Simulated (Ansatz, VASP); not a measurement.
## Two plane-wave programs on V

```
V
1.0
    -1.46102    1.46102    1.46102
     1.46102   -1.46102    1.46102
     1.46102    1.46102   -1.46102
V
1
Direct
  0.00000 0.00000 0.00000
```

Change from the starting cell: volume scaled by 0.9405, PAW files.

Alike in both runs: task electric field gradients; functional r2SCAN; k mesh 15 × 15 × 15; occupations fermi-dirac, width 0.03 eV; no spin polarisation.

|  | VASP | Ansatz |
| --- | --- | --- |
| version | VASP 6.6.1 | Ansatz 0.2.0 |
| potentials or method | VASP PAW PBE potentials, release 64 (V_sv) | PAW with Ansatz's default frozen-core files, scalar-relativistic |
| plane-wave cutoff (eV) | 520 | 500 |
| valence electrons in the cell | 13 | 13 |

|  | VASP | Ansatz | Ansatz less VASP |
| --- | --- | --- | --- |
| pressure (GPa) | 13.8 | 12.9 | -0.95 |

VASP's potentials were made for PBE, not for r2SCAN.
